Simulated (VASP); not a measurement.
Input of a VASP 6.6.1 run:

INCAR

```
ALGO = Normal
EDIFF = 1E-6
ENCUT = 520
GGA = PE
ISIF = 2
ISMEAR = -1
LASPH = True
LCHARG = False
LREAL = False
LWAVE = False
NBANDS = 15
NELM = 80
PREC = Accurate
SIGMA = 0.05
```

The input KPOINTS:

```
k-points
0
Gamma
  10 10 10
```

The input POSCAR:

```
BaS
1.0
    3.7079375925      0.0000000000      0.0000000000
    0.0000000000      3.7079375925      0.0000000000
    0.0000000000      0.0000000000      3.7079375925
Ba S
1 1
Direct
    0.0000000000      0.0000000000      0.0000000000
    0.5000000000      0.5000000000      0.5000000000
```

Potentials or basis: VASP PAW PBE potentials, release 64 (Ba_sv, S).

The run is started by

```bash
$ cat potpaw_PBE.64/Ba_sv/POTCAR potpaw_PBE.64/S/POTCAR > POTCAR
$ mpirun -np 1 vasp_std > vasp.out
```

(1) Predict the pressure.

(2) Predict the band gap on the k mesh.

## Answers

(1) 7.5 GPa.

(2) 1.25 eV (least direct gap 1.29 eV).

Caveat: the cell stands under pressure; spin-orbit coupling is left out, which moves the levels of the heavy elements.
